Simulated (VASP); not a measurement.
# HfO2 (R-3m) in VASP: a series of runs

Runs on HfO2. Level: PBE. Tasks: single point, relaxation of cell and atoms.

Everything below comes from runs of VASP 6.6.1. Logs are shortened: lines on timing, memory, paths and dates and some standing lists are left out, and cuts for length are marked.

### Step 1. The cell of the first run

Symmetry: R-3m, No. 166, trigonal system. The conventional cell has a = 3.266 Å, b = 3.266 Å, c = 13.602 Å, α = 90.00°, β = 90.00°, γ = 120.00°. Within 2.8 Å of Hf (site symmetry -3m) lie 6 O at 2.11 Å. Within 2.8 Å of O (site symmetry 3m) lie 3 Hf at 2.11 Å and 3 O at 2.69 Å.

### Step 2. Single point, PBE

File INCAR:

```
PREC = Accurate ; ENCUT = 520
EDIFF = 1E-6 ; ISMEAR = 0
SIGMA = 0.1 ; LREAL = False
LASPH = True ; NELM = 80
ALGO = Normal ; ISIF = 2
LWAVE = False ; LCHARG = False
GGA = PE ; NBANDS = 18
```

File KPOINTS:

```
Automatic mesh
0
Gamma
  6 6 6
```

File POSCAR:

```
HfO2
1.0
    1.6330907013      0.9428653560      4.5340154084
   -1.6330907013      0.9428653560      4.5340154084
    0.0000000000     -1.8857307120      4.5340154084
Hf O
1 2
Direct
    0.0000000000      0.0000000000      0.0000000000
    0.7370767627      0.7370767627      0.7370767627
    0.2629232373      0.2629232373      0.2629232373
```

Potentials or basis: VASP PAW PBE potentials, release 64 (Hf_pv, O).

Started as:

```sh
$ cat potpaw_PBE.64/Hf_pv/POTCAR potpaw_PBE.64/O/POTCAR > POTCAR
$ mpirun -np 1 vasp_std > vasp.out
```

OUTCAR:

```text
PREC = Accurate
   ENCUT = 520
   EDIFF = 1E-6
   ISMEAR = 0
   LREAL = False
   LASPH = True
   NELM = 80
   ISIF = 2
   GGA = PE

 ion  position               nearest neighbor table
   1  0.000  0.000  0.000-   2 2.11   3 2.11   2 2.11   2 2.11   3 2.11   3 2.11
   2  0.737  0.737  0.737-   1 2.11   1 2.11   1 2.11
   3  0.263  0.263  0.263-   1 2.11   1 2.11   1 2.11

  LATTYP: Found a trigonal (rhomboedric) cell.
 ALAT       =     4.9105270635
 COS(alpha) =     0.7787952799

  Lattice vectors:

 A1 = (   1.6330907013,   0.9428653560,   4.5340154084)
 A2 = (  -1.6330907013,   0.9428653560,   4.5340154084)
 A3 = (   0.0000000000,  -1.8857307120,   4.5340154084)

Analysis of symmetry for initial positions (statically):
=====================================================================
 Subroutine PRICEL returns:
 Original cell was already a primitive cell.

 Routine SETGRP: Setting up the symmetry group for a
 trigonal (rhombohedral) supercell.

 Subroutine GETGRP returns: Found 12 space group operations
 (whereof 12 operations were pure point group operations)
 out of a pool of 12 trial point group operations.

The static configuration has the point symmetry D_3d.

Analysis of symmetry for dynamics (positions and initial velocities):
=====================================================================
 Subroutine PRICEL returns:
 Original cell was already a primitive cell.

 Routine SETGRP: Setting up the symmetry group for a
 trigonal (rhombohedral) supercell.

 Subroutine GETGRP returns: Found 12 space group operations
 (whereof 12 operations were pure point group operations)
 out of a pool of 12 trial point group operations.

The dynamic configuration has the point symmetry D_3d.

 Subroutine INISYM returns: Found 12 space group operations
 (whereof 12 operations are pure point group operations),
 and found     1 'primitive' translations

----------------------------------------------------------------------------------------

                                     Primitive cell

  volume of cell :      41.8884

  direct lattice vectors                    reciprocal lattice vectors
     1.633090701  0.942865356  4.534015408     0.306167930  0.176766137  0.073518350
    -1.633090701  0.942865356  4.534015408    -0.306167930  0.176766137  0.073518350
     0.000000000 -1.885730712  4.534015408     0.000000000 -0.353532274  0.073518350

  length of vectors
     4.910527064  4.910527064  4.910527064     0.361095578  0.361095578  0.361095578

  position of ions in fractional coordinates (direct lattice)
     0.000000000  0.000000000  0.000000000
     0.737076763  0.737076763  0.737076763
     0.262923237  0.262923237  0.262923237

  ion indices of the primitive-cell ions
   primitive index   ion index
                 1           1
                 2           2
                 3           3

----------------------------------------------------------------------------------------

 KPOINTS: Automatic mesh

Automatic generation of k-mesh.
 Grid dimensions read from file:
 generate k-points for:    6    6    6

 Generating k-lattice:

  Cartesian coordinates                     Fractional coordinates (reciprocal lattice)
     0.051027988  0.029461023  0.012253058     0.166666667 -0.000000000  0.000000000
    -0.051027988  0.029461023  0.012253058    -0.000000000  0.166666667  0.000000000
     0.000000000 -0.058922046  0.012253058     0.000000000  0.000000000  0.166666667

  Length of vectors
     0.060182596  0.060182596  0.060182596

  Shift w.r.t. Gamma in fractional coordinates (k-lattice)
     0.000000000  0.000000000  0.000000000

 Subroutine IBZKPT returns following result:
 ===========================================

 Found     32 irreducible k-points:

 Following reciprocal coordinates:
            Coordinates               Weight
  0.000000  0.000000  0.000000      1.000000
  0.166667  0.000000 -0.000000      6.000000
  0.333333  0.000000 -0.000000      6.000000
  0.500000 -0.000000 -0.000000      3.000000
  0.166667  0.166667 -0.000000      6.000000
  0.333333  0.166667 -0.000000     12.000000
[... 16 lines left out ...]
  0.500000  0.500000  0.166667      6.000000
 -0.333333  0.500000  0.166667     12.000000
 [... further k-points ...]
   k-points           NKPTS =     32   k-points in BZ     NKDIM =     32   number of bands    NBANDS=     18
   number of dos      NEDOS =    301   number of ions     NIONS =      3
   total plane-waves  NPLWV =  64000
   dimension x,y,z NGX =    40 NGY =   40 NGZ =   40
   dimension x,y,z NGXF=    80 NGYF=   80 NGZF=   80
   ions per type =               1   2
   NGX,Y,Z   is equivalent  to a cutoff of  13.54, 13.54, 13.54 a.u.
   NGXF,Y,Z  is equivalent  to a cutoff of  27.08, 27.08, 27.08 a.u.
 SYSTEM =  unknown system
   PREC   = accura    normal or accurate (medium, high low for compatibility)
   ISTART =      0    job   : 0-new  1-cont  2-samecut
   ICHARG =      2    charge: 1-file 2-atom 10-const
   ISPIN  =      1    spin polarized calculation?
   LNONCOLLINEAR =      F non collinear calculations
   LSORBIT =      F    spin-orbit coupling
   LASPH  =      T    aspherical Exc in radial PAW
   ENCUT  =  520.0 eV  38.22 Ry    6.18 a.u.   9.13  9.13  9.13*2*pi/ulx,y,z
   NELM   =     80;   NELMIN=  2; NELMDL= -5     # of ELM steps
   EDIFF  = 0.1E-05   stopping-criterion for ELM
   LREAL  =      F    real-space projection
   EDIFFG = 0.1E-04   stopping-criterion for IOM
   NSW    =      0    number of steps for IOM
   IBRION =     -1    ionic relax: 0-MD 1-quasi-New 2-CG
   NFREE  =      0    steps in history (QN), initial steepest desc. (CG)
   ISIF   =      2    stress and relaxation
   ISYM   =      2    0-nonsym 1-usesym 2-fastsym
   POTIM  = 0.5000    time-step for ionic-motion
   TEBEG  =    0.0;   TEEND  =   0.0 temperature during run
   PSTRESS=    0.0 pullay stress
   NELECT =      22.0000    total number of electrons
   NUPDOWN=      -1.0000    fix difference up-down
   EMIN   =  10.00;   EMAX   =-10.00  energy-range for DOS
   EFERMI =   0.00;   METHOD = LEGACY
   ISMEAR =     0;   SIGMA  =   0.10  broadening in eV -4-tet -1-fermi 0-gaus
   EFERMI_NEDOS =   21; number of points for ismear=-14 and -15
   IALGO  =     38    algorithm
   IMIX   =      4    mixing-type and parameters
     AMIX     =   0.40;   BMIX     =  1.00
     AMIX_MAG =   1.60;   BMIX_MAG =  1.00
  volume/ion in A,a.u.               =      13.96        94.23
  Fermi-wavevector in a.u.,A,eV,Ry     =   1.320842  2.496030 23.737057  1.744624
  Thomas-Fermi vector in A             =   2.450639
   LORBIT       =      0    0 simple, 1 ext, 2 COOP (PROOUT), +10 PAW based schemes
   GGA     = PE    functional components
   LHFCALC =     F    Hartree Fock is set to
   AEXX    =    0.0000 exact exchange contribution
   IVDW    =     0    specifies the selected vdW correction
   LEPSILON=     F    determine dielectric tensor
   LRPA    =     F    only Hartree local field effects (RPA)
 non-spin polarized calculation
 Gauss-broadening in eV      SIGMA  =   0.10
  energy-cutoff  :      520.00
  volume of cell :       41.89
 maximum number of plane-waves:      1150
 NGX is ok and might be reduce to    40
   NGX = 19   NGY = 19   NGZ = 19

 number of electron      21.9999997 magnetization

 Free energy of the ion-electron system (eV)
  ---------------------------------------------------
  ext. energy  EPLUGINS =         0.00000000
  ---------------------------------------------------
  free energy    TOTEN  =       -29.84953743 eV

  energy without entropy =      -29.84953743  energy(sigma->0) =      -29.84953743

 E-fermi :   1.4801     XC(G=0): -10.1834

 val. band max:        1.0159211096   @ k =   0.1667   0.1667  -0.0000
 cond. band min:       5.4478214759   @ k =   0.5000   0.5000  -0.0000
 fundamental gap:      4.4319003663
 Fermi energy:         1.4800682058

 k-point     1 :       0.0000    0.0000    0.0000
  band No.  band energies     occupation
      1     -28.2597      2.00000
      2     -27.8103      2.00000
      3     -27.8103      2.00000
      4     -16.2578      2.00000
      5     -14.2530      2.00000
      6      -2.8046      2.00000
[... 10 lines left out ...]
     17      11.6768      0.00000
     18      11.6768      0.00000

 k-point     2 :       0.1667    0.0000   -0.0000
  band No.  band energies     occupation
      1     -28.2224      2.00000
      2     -28.0075      2.00000
      3     -27.8454      2.00000
      4     -15.8609      2.00000
      5     -14.5070      2.00000
      6      -2.5926      2.00000
[... 10 lines left out ...]
     17      11.5826      0.00000
     18      13.2686      0.00000

 k-point     3 :       0.3333    0.0000   -0.0000
  band No.  band energies     occupation
      1     -28.3799      2.00000
      2     -28.1397      2.00000
      3     -27.9145      2.00000
      4     -15.3798      2.00000
      5     -14.6440      2.00000
      6      -2.6753      2.00000
[... 10 lines left out ...]
     17      11.8186      0.00000
     18      14.1123      0.00000

 k-point     4 :       0.5000   -0.0000   -0.0000
  band No.  band energies     occupation
      1     -28.5511      2.00000
      2     -28.1005      2.00000
      3     -27.9487      2.00000
      4     -15.4936      2.00000
      5     -14.3260      2.00000
      6      -3.1667      2.00000
[... 375 lines left out ...]
      4     -15.1908      2.00000
      5     -14.6373      2.00000
      6      -2.8399      2.00000
[... 10 lines left out ...]
     17      12.8947      0.00000
     18      13.8138      0.00000

 k-point    23 :       0.5000    0.5000    0.1667
  band No.  band energies     occupation
      1     -28.3803      2.00000
      2     -28.1429      2.00000
      3     -27.9149      2.00000
      4     -15.2984      2.00000
      5     -14.7140      2.00000
      6      -2.9892      2.00000
[... 10 lines left out ...]
     17      11.5263      0.00000
     18      13.5502      0.00000

 k-point    24 :      -0.3333    0.5000    0.1667
  band No.  band energies     occupation
      1     -28.4537      2.00000
      2     -28.1101      2.00000
      3     -28.0517      2.00000
      4     -15.2029      2.00000
      5     -14.6109      2.00000
      6      -2.9924      2.00000
[... 10 lines left out ...]
     17      12.7103      0.00000
     18      13.8724      0.00000

 [... further k-points ...]
[... 5 lines left out ...]
  --------------------------------------------------------------------------------------
  -------------------------------------------------------------------------------------
  Total       -0.7289533     -0.7289533     -0.3382849      0.0000000      0.0000000      0.0000000
  in kB      -27.8814950    -27.8814950    -12.9389473      0.0000000      0.0000000      0.0000000
  external PRESSURE =     -22.9006458 kB  Pullay stress =       0.0000000 kB

 VOLUME and BASIS-vectors are now :
 -----------------------------------------------------------------------------
  energy-cutoff  :      520.00
  volume of cell :       41.89
      direct lattice vectors                 reciprocal lattice vectors
     1.633090701  0.942865356  4.534015408     0.306167930  0.176766137  0.073518350
    -1.633090701  0.942865356  4.534015408    -0.306167930  0.176766137  0.073518350
     0.000000000 -1.885730712  4.534015408     0.000000000 -0.353532274  0.073518350

 POSITION                                       TOTAL-FORCE (eV/Angst)
 -----------------------------------------------------------------------------------
      0.00000      0.00000      0.00000         0.000000     -0.000000      0.000000
      0.00000      0.00000     10.02575         0.000000      0.000000     -0.189912
      0.00000      0.00000      3.57629         0.000000      0.000000      0.189912
 -----------------------------------------------------------------------------------
    total drift:                               -0.000000     -0.000000      0.000000

  FREE ENERGIE OF THE ION-ELECTRON SYSTEM (eV)
  ---------------------------------------------------
  free  energy   TOTEN  =       -29.8495374266 eV

  energy  without entropy=      -29.8495374266  energy(sigma->0) =      -29.84953743
```

Run time: 82 s. Hardware: 1 thread of Intel Xeon 8259CL, shared host; peak memory 0.24 GiB.

What came out:

```yaml
Free_energy: -29.8495 eV
Pressure: -2.3 GPa
Largest_force: 0.190 eV/Å
Band_gap_on_the_k_mesh: 4.43 eV (least direct gap 4.75 eV)
```

Forces on the atoms (eV/Å):
```
Hf   0.000  0.000  0.000
O    0.000  0.000 -0.190
O    0.000  0.000  0.190
```

Levels at points of the mesh, in eV from the valence-band top:
```csv
k point,band 8,band 9,band 10,band 11,band 12,band 13,band 14,band 15
"(0.00, 0.00, 0.00)",-3.74,-0.35,-0.35,-0.05,4.93,4.93,5.23,7.96
"(0.50, 0.00, 0.00)",-1.83,-1.82,-1.06,-0.73,5.08,5.80,6.84,9.46
"(0.50, 0.50, 0.00)",-2.18,-1.25,-0.92,-0.32,4.43,5.81,6.88,9.55
"(0.50, 0.50, 0.50)",-2.74,-1.45,-0.45,-0.45,4.98,4.98,5.77,8.75
```

Caveat: spin-orbit coupling is left out, which moves the levels of the heavy elements.

(Continued in part 2 of 2.)
